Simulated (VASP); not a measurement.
# Zn (P6_3/mmc) in VASP: a series of runs

The runs below take Zn through single point, with PBEsol.

All numbers are computed with VASP 6.6.1; they aren't measurements. Logs are shortened: lines on timing, memory, paths and dates and some standing lists are left out, and cuts for length are marked.

### 1 The cell of the first run

Symmetry: P6_3/mmc, No. 194, hexagonal system. The conventional cell has a = 2.593 Å, b = 2.593 Å, c = 4.895 Å, α = 90.00°, β = 90.00°, γ = 120.00°. Zn (site symmetry -6m2) has 12 Zn at 2.59 to 2.87 Å within 3.4 Å.

### 2 Single point, PBEsol

Input file INCAR:

```
PREC = Accurate
ENCUT = 520
EDIFF = 1E-7
ISMEAR = 0
SIGMA = 0.1
LREAL = F
LASPH = T
NELM = 100
ALGO = Fast
ISIF = 2
LWAVE = F
LCHARG = F
GGA = PS
NBANDS = 19
```

Input file KPOINTS:

```
Automatic mesh
0
Gamma
  24 24 12
```

Input file POSCAR:

```
Zn
1.0
    2.5927030149      0.0000000000      0.0000000000
   -1.2963515075      2.2453466754      0.0000000000
    0.0000000000      0.0000000000      4.8947194386
Zn
2
Direct
    0.3333333333      0.6666666667      0.2500000000
    0.6666666667      0.3333333333      0.7500000000
```

Potentials or basis: VASP PAW PBE potentials, release 64 (Zn).

Command:

```bash
$ cat potpaw_PBE.64/Zn/POTCAR > POTCAR
$ mpirun -np 1 vasp_std > vasp.out
```

OUTCAR:

```text
PREC = Accurate
   ENCUT = 520
   EDIFF = 1E-7
   ISMEAR = 0
   LREAL = F
   LASPH = T
   NELM = 100
   ISIF = 2
   GGA = PS

 ion  position               nearest neighbor table
   1  0.333  0.667  0.250-   2 2.87   2 2.87   2 2.87   2 2.87   2 2.87   2 2.87
   2  0.667  0.333  0.750-   1 2.87   1 2.87   1 2.87   1 2.87   1 2.87   1 2.87

  LATTYP: Found a hexagonal cell.
 ALAT       =     2.5927030149
 C/A-ratio  =     1.8878828043

  Lattice vectors:

 A1 = (   2.5927030149,   0.0000000000,   0.0000000000)
 A2 = (  -1.2963515075,   2.2453466754,   0.0000000000)
 A3 = (   0.0000000000,   0.0000000000,   4.8947194386)

Analysis of symmetry for initial positions (statically):
=====================================================================
 Subroutine PRICEL returns:
 Original cell was already a primitive cell.

 Routine SETGRP: Setting up the symmetry group for a
 hexagonal supercell.

 Subroutine GETGRP returns: Found 24 space group operations
 (whereof 12 operations were pure point group operations)
 out of a pool of 24 trial point group operations.

The static configuration has the point symmetry D_3d.
 The point group associated with its full space group is D_6h.

Analysis of symmetry for dynamics (positions and initial velocities):
=====================================================================
 Subroutine PRICEL returns:
 Original cell was already a primitive cell.

 Routine SETGRP: Setting up the symmetry group for a
 hexagonal supercell.

 Subroutine GETGRP returns: Found 24 space group operations
 (whereof 12 operations were pure point group operations)
 out of a pool of 24 trial point group operations.

The dynamic configuration has the point symmetry D_3d.
 The point group associated with its full space group is D_6h.

 Subroutine INISYM returns: Found 24 space group operations
 (whereof 12 operations are pure point group operations),
 and found     1 'primitive' translations

----------------------------------------------------------------------------------------

                                     Primitive cell

  volume of cell :      28.4947

  direct lattice vectors                    reciprocal lattice vectors
     2.592703015  0.000000000  0.000000000     0.385697858  0.222682762  0.000000000
    -1.296351508  2.245346675  0.000000000     0.000000000  0.445365525  0.000000000
     0.000000000  0.000000000  4.894719439     0.000000000  0.000000000  0.204301802

  length of vectors
     2.592703015  2.592703015  4.894719439     0.445365525  0.445365525  0.204301802

  position of ions in fractional coordinates (direct lattice)
     0.333333333  0.666666667  0.250000000
     0.666666667  0.333333333  0.750000000

  ion indices of the primitive-cell ions
   primitive index   ion index
                 1           1
                 2           2

----------------------------------------------------------------------------------------

 KPOINTS: Automatic mesh

Automatic generation of k-mesh.
 Grid dimensions read from file:
 generate k-points for:   24   24   12

 Generating k-lattice:

  Cartesian coordinates                     Fractional coordinates (reciprocal lattice)
     0.016070744  0.009278448  0.000000000     0.041666667  0.000000000  0.000000000
     0.000000000  0.018556897  0.000000000     0.000000000  0.041666667  0.000000000
     0.000000000  0.000000000  0.017025150     0.000000000  0.000000000  0.083333333

  Length of vectors
     0.018556897  0.018556897  0.017025150

  Shift w.r.t. Gamma in fractional coordinates (k-lattice)
     0.000000000  0.000000000  0.000000000

 Subroutine IBZKPT returns following result:
 ===========================================

 Found    427 irreducible k-points:

 Following reciprocal coordinates:
            Coordinates               Weight
  0.000000  0.000000  0.000000      1.000000
  0.041667  0.000000  0.000000      6.000000
  0.083333 -0.000000  0.000000      6.000000
  0.125000 -0.000000  0.000000      6.000000
  0.166667  0.000000  0.000000      6.000000
  0.208333  0.000000  0.000000      6.000000
[... 16 lines left out ...]
  0.416667  0.041667  0.000000     12.000000
  0.458333  0.041667  0.000000     12.000000
 [... further k-points ...]
   k-points           NKPTS =    427   k-points in BZ     NKDIM =    427   number of bands    NBANDS=     19
   number of dos      NEDOS =    301   number of ions     NIONS =      2
   total plane-waves  NPLWV =  14400
   dimension x,y,z NGX =    20 NGY =   20 NGZ =   36
   dimension x,y,z NGXF=    40 NGYF=   40 NGZF=   72
   ions per type =               2
   NGX,Y,Z   is equivalent  to a cutoff of  12.82, 12.82, 12.23 a.u.
   NGXF,Y,Z  is equivalent  to a cutoff of  25.65, 25.65, 24.45 a.u.
 SYSTEM =  unknown system
   PREC   = accura    normal or accurate (medium, high low for compatibility)
   ISTART =      0    job   : 0-new  1-cont  2-samecut
   ICHARG =      2    charge: 1-file 2-atom 10-const
   ISPIN  =      1    spin polarized calculation?
   LNONCOLLINEAR =      F non collinear calculations
   LSORBIT =      F    spin-orbit coupling
   LASPH  =      T    aspherical Exc in radial PAW
   ENCUT  =  520.0 eV  38.22 Ry    6.18 a.u.   4.82  4.82  9.10*2*pi/ulx,y,z
   NELM   =    100;   NELMIN=  2; NELMDL= -5     # of ELM steps
   EDIFF  = 0.1E-06   stopping-criterion for ELM
   LREAL  =      F    real-space projection
   EDIFFG = 0.1E-05   stopping-criterion for IOM
   NSW    =      0    number of steps for IOM
   IBRION =     -1    ionic relax: 0-MD 1-quasi-New 2-CG
   NFREE  =      0    steps in history (QN), initial steepest desc. (CG)
   ISIF   =      2    stress and relaxation
   ISYM   =      2    0-nonsym 1-usesym 2-fastsym
   POTIM  = 0.5000    time-step for ionic-motion
   TEBEG  =    0.0;   TEEND  =   0.0 temperature during run
   PSTRESS=    0.0 pullay stress
   NELECT =      24.0000    total number of electrons
   NUPDOWN=      -1.0000    fix difference up-down
   EMIN   =  10.00;   EMAX   =-10.00  energy-range for DOS
   EFERMI =   0.00;   METHOD = LEGACY
   ISMEAR =     0;   SIGMA  =   0.10  broadening in eV -4-tet -1-fermi 0-gaus
   EFERMI_NEDOS =   21; number of points for ismear=-14 and -15
   IALGO  =     68    algorithm
   IMIX   =      4    mixing-type and parameters
     AMIX     =   0.40;   BMIX     =  1.00
     AMIX_MAG =   1.60;   BMIX_MAG =  1.00
  volume/ion in A,a.u.               =      14.25        96.15
  Fermi-wavevector in a.u.,A,eV,Ry     =   1.546051  2.921613 32.521663  2.390275
  Thomas-Fermi vector in A             =   2.651343
   LORBIT       =      0    0 simple, 1 ext, 2 COOP (PROOUT), +10 PAW based schemes
   GGA     = PS    functional components
   LHFCALC =     F    Hartree Fock is set to
   AEXX    =    0.0000 exact exchange contribution
   IVDW    =     0    specifies the selected vdW correction
   LEPSILON=     F    determine dielectric tensor
   LRPA    =     F    only Hartree local field effects (RPA)
 non-spin polarized calculation
 RMM-DIIS sequential band-by-band and
 Gauss-broadening in eV      SIGMA  =   0.10
  energy-cutoff  :      520.00
  volume of cell :       28.49
 maximum number of plane-waves:       782
 NGX is ok and might be reduce to    20
   NGX =  9   NGY =  9   NGZ = 19

 number of electron      24.0000007 magnetization

 Free energy of the ion-electron system (eV)
  ---------------------------------------------------
  ext. energy  EPLUGINS =         0.00000000
  ---------------------------------------------------
  free energy    TOTEN  =        -3.17092946 eV

  energy without entropy =       -3.16905707  energy(sigma->0) =       -3.16999326

 E-fermi :   3.3780     XC(G=0): -12.0442

 val. band max:        3.3719462445   @ k =   0.3750   0.0417   0.0000
 cond. band min:       3.3857159348   @ k =   0.3750   0.2500   0.5000
 fundamental gap:      0.0137696903
 Fermi energy:         3.3780059711

 k-point     1 :       0.0000    0.0000    0.0000
  band No.  band energies     occupation
      1      -7.5392      2.00000
      2      -5.5306      2.00000
      3      -4.7088      2.00000
      4      -4.4241      2.00000
      5      -4.4241      2.00000
      6      -4.3712      2.00000
[... 11 lines left out ...]
     18      23.4315      0.00000
     19      23.6704      0.00000

 k-point     2 :       0.0417    0.0000    0.0000
  band No.  band energies     occupation
      1      -7.4845      2.00000
      2      -5.5039      2.00000
      3      -4.7018      2.00000
      4      -4.4309      2.00000
      5      -4.4101      2.00000
      6      -4.3782      2.00000
[... 11 lines left out ...]
     18      22.6929      0.00000
     19      24.3986      0.00000

 k-point     3 :       0.0833   -0.0000    0.0000
  band No.  band energies     occupation
      1      -7.3213      2.00000
      2      -5.4272      2.00000
      3      -4.6831      2.00000
      4      -4.4488      2.00000
      5      -4.3965      2.00000
      6      -4.3687      2.00000
[... 11 lines left out ...]
     18      22.0911      0.00000
     19      24.5008      0.00000

 k-point     4 :       0.1250   -0.0000    0.0000
  band No.  band energies     occupation
      1      -7.0535      2.00000
      2      -5.3127      2.00000
      3      -4.6601      2.00000
      4      -4.4724      2.00000
      5      -4.4130      2.00000
      6      -4.3022      2.00000
[... 407 lines left out ...]
     18      19.4915      0.00000
     19      19.5876      0.00000

 k-point    23 :       0.4167    0.0417    0.0000
  band No.  band energies     occupation
      1      -5.2477      2.00000
      2      -5.1635      2.00000
      3      -4.9642      2.00000
      4      -4.4393      2.00000
      5      -4.2755      2.00000
      6      -4.2306      2.00000
[... 11 lines left out ...]
     18      19.2952      0.00000
     19      19.3753      0.00000

 k-point    24 :       0.4583    0.0417    0.0000
  band No.  band energies     occupation
      1      -5.2626      2.00000
      2      -5.1752      2.00000
      3      -4.9860      2.00000
      4      -4.4556      2.00000
      5      -4.2520      2.00000
      6      -4.2395      2.00000
[... 11 lines left out ...]
     18      19.1650      0.00000
     19      19.2992      0.00000

 [... further k-points ...]

------------------------ aborting loop because EDIFF is reached ----------------------------------------

  FORCE on cell =-STRESS in cart. coord.  units (eV):
  Direction    XX          YY          ZZ          XY          YZ          ZX
  --------------------------------------------------------------------------------------
  -------------------------------------------------------------------------------------
  Total        0.1639659      0.1639659     -0.0439651     -0.0000000     -0.0000000      0.0000000
  in kB        9.2193445      9.2193445     -2.4720361     -0.0000000     -0.0000000      0.0000000
  external PRESSURE =       5.3222177 kB  Pullay stress =       0.0000000 kB

 VOLUME and BASIS-vectors are now :
 -----------------------------------------------------------------------------
  energy-cutoff  :      520.00
  volume of cell :       28.49
      direct lattice vectors                 reciprocal lattice vectors
     2.592703015  0.000000000  0.000000000     0.385697858  0.222682762  0.000000000
    -1.296351508  2.245346675  0.000000000     0.000000000  0.445365525  0.000000000
     0.000000000  0.000000000  4.894719439     0.000000000  0.000000000  0.204301802

 POSITION                                       TOTAL-FORCE (eV/Angst)
 -----------------------------------------------------------------------------------
     -0.00000      1.49690      1.22368         0.000000     -0.000000      0.000000
      1.29635      0.74845      3.67104        -0.000000      0.000000      0.000000
 -----------------------------------------------------------------------------------
    total drift:                                0.000000     -0.000000      0.000000

  FREE ENERGIE OF THE ION-ELECTRON SYSTEM (eV)
  ---------------------------------------------------
  free  energy   TOTEN  =        -3.1709294576 eV

  energy  without entropy=       -3.1690570668  energy(sigma->0) =       -3.16999326
```

It took 1.7 min on 1 thread of Intel Xeon 6975P-C (Granite Rapids), shared host; peak memory 0.28 GiB.

What came out:

| Item | Value |
| --- | --- |
| Free energy | -3.1709 eV |
| Pressure | 0.5 GPa |
| Band gap on the k mesh | zero (band 12 reaches 4.93 eV, above the bottom of band 13 at 0.24 eV) |

Levels at points of the mesh, in eV from the Fermi level:
| k point | band 9 | band 10 | band 11 | band 12 | band 13 | band 14 | band 15 | band 16 |
| --- | --- | --- | --- | --- | --- | --- | --- | --- |
| (0.00, 0.00, 0.00) | -7.35 | -7.13 | -7.13 | -4.03 | -3.14 | 13.66 | 17.49 | 18.68 |
| (0.50, 0.00, 0.00) | -6.92 | -6.90 | -2.96 | -2.09 | 2.71 | 3.64 | 4.44 | 5.87 |
| (0.00, 0.00, 0.50) | -7.22 | -7.22 | -7.22 | -7.22 | 4.50 | 4.50 | 20.02 | 20.02 |
| (0.50, 0.00, 0.50) | -6.90 | -6.90 | -2.02 | -2.02 | 0.37 | 0.37 | 10.37 | 10.37 |

Caveat: the PAW data sets were made with another functional, which shifts forces and pressure a little.

### 3 Single point, PBEsol (uniaxial strain along c: +1.0 %)

Input file INCAR:

```
SYSTEM = Zn
  PREC = Accurate
  ENCUT = 520
  EDIFF = 1E-7
  ISMEAR = 0
  SIGMA = 0.1
  LREAL = .FALSE.
  LASPH = .TRUE.
  NELM = 80
  ALGO = Fast
  ISIF = 2
  LWAVE = .FALSE.
  LCHARG = .FALSE.
  GGA = PS
  NBANDS = 19
```

Input file KPOINTS:

```
regular mesh
0
G
  24 24 12
  0 0 0
```

Input file POSCAR:

```
Zn
1.0
    2.5862212574      0.0000000000      0.0000000000
   -1.2931106287      2.2397333087      0.0000000000
    0.0000000000      0.0000000000      4.9436666330
Zn
2
Direct
    0.3333333333      0.6666666667      0.2500000000
    0.6666666667      0.3333333333      0.7500000000
```

Potentials or basis: VASP PAW PBE potentials, release 64 (Zn).

Command:

```bash
$ cat potpaw_PBE.64/Zn/POTCAR > POTCAR
$ mpirun -np 1 vasp_std > vasp.out
```

Run time: 2.1 min. Hardware: 1 thread of Intel Xeon 6975P-C (Granite Rapids), shared host; peak memory 0.28 GiB.

It converged, with:

```
Free energy            : -3.1688 eV
Pressure               : 0.5 GPa
Band gap on the k mesh : zero (band 12 reaches 4.92 eV, above the bottom of band 13 at 0.05 eV)
```

Stress tensor (GPa, compression positive):
```
 1.22  0.00  0.00
 0.00  1.22  0.00
 0.00  0.00 -1.04
```

Levels at points of the mesh, in eV from the Fermi level:
| k point | band 9 | band 10 | band 11 | band 12 | band 13 | band 14 | band 15 | band 16 |
| --- | --- | --- | --- | --- | --- | --- | --- | --- |
| (0.00, 0.00, 0.00) | -7.30 | -7.10 | -7.10 | -4.03 | -3.26 | 13.22 | 17.11 | 18.91 |
| (0.50, 0.00, 0.00) | -6.87 | -6.85 | -2.88 | -2.00 | 2.65 | 3.67 | 4.38 | 5.87 |
| (0.00, 0.00, 0.50) | -7.18 | -7.18 | -7.18 | -7.18 | 4.27 | 4.27 | 20.22 | 20.22 |
| (0.50, 0.00, 0.50) | -6.86 | -6.86 | -1.95 | -1.95 | 0.44 | 0.44 | 10.20 | 10.20 |

Caveat: the cell differs from its parent crystal (uniaxial strain along c: +1.0 %); the PAW data sets were made with another functional, which shifts forces and pressure a little.

### 4 Single point, PBEsol

Input file INCAR:

```
  PREC = Accurate
  ENCUT = 520
  EDIFF = 1E-6
  ISMEAR = 0
  SIGMA = 0.1
  LREAL = False
  LASPH = True
  NELM = 100
  ALGO = Normal
  ISIF = 2
  LWAVE = False
  LCHARG = True
  GGA = PS
  LELF = True
  LVHAR = True
  NBANDS = 19
```

Input file KPOINTS:

```
Automatic mesh
0
Gamma
  18 18 8
```

Input file POSCAR:

```
Zn
1.0
    2.5927030149      0.0000000000      0.0000000000
   -1.2963515075      2.2453466754      0.0000000000
    0.0000000000      0.0000000000      4.8947194386
Zn
2
Direct
    0.3333333333      0.6666666667      0.2500000000
    0.6666666667      0.3333333333      0.7500000000
```

Command:

```bash
$ cat potpaw_PBE.64/Zn/POTCAR > POTCAR
$ mpirun -np 1 vasp_std > vasp.out
```

Run time: 45 s. Hardware: 1 thread of Intel Xeon Platinum 8488C (Sapphire Rapids), shared host; peak memory 0.2 GiB.

It converged, with:

- Free energy: -3.1720 eV
- Pressure: 0.5 GPa
- Band gap on the k mesh: zero (band 12 reaches 5.14 eV, above the bottom of band 13 at 0.24 eV)

Stress tensor (GPa, compression positive):
```
0.58 0.00 0.00
0.00 0.58 0.00
0.00 0.00 0.30
```

Levels at points of the mesh, in eV from the Fermi level:
```csv
k point,band 8,band 9,band 10,band 11,band 12,band 13,band 14,band 15,band 16,band 17
"(0.00, 0.00, 0.00)",-7.51,-7.51,-7.29,-7.29,-4.19,-3.30,13.50,17.33,18.52,18.52
"(0.50, 0.00, 0.00)",-7.32,-7.08,-7.06,-3.13,-2.25,2.55,3.48,4.28,5.71,10.66
"(0.00, 0.00, 0.50)",-7.96,-7.38,-7.38,-7.38,-7.38,4.34,4.34,19.86,19.86,19.86
"(0.50, 0.00, 0.50)",-7.33,-7.07,-7.07,-2.18,-2.18,0.21,0.21,10.21,10.21,12.53
```

Caveat: the PAW data sets were made with another functional, which shifts forces and pressure a little.

### 5 Summary

```csv
cell,k mesh,gap on the mesh (eV),pressure (GPa)
"a = 2.593, b = 2.593, c = 4.895 Å, angles 90.0, 90.0, 120.0°, 2 atoms",24 × 24 × 12,none,0.5
"a = 2.586, b = 2.586, c = 4.944 Å, angles 90.0, 90.0, 120.0°, 2 atoms",24 × 24 × 12,none,0.5
"a = 2.593, b = 2.593, c = 4.895 Å, angles 90.0, 90.0, 120.0°, 2 atoms",18 × 18 × 8,none,0.5
```

Alike in all rows: task single point; level PBEsol; potentials or basis VASP PAW PBE potentials, release 64 (Zn); no spin polarisation; cutoff (eV) 520; smearing gaussian 0.1 eV.

Caveats: the PAW data sets were made with another functional, which shifts forces and pressure a little.

Absolute energies hang on the potentials; compare differences alone.
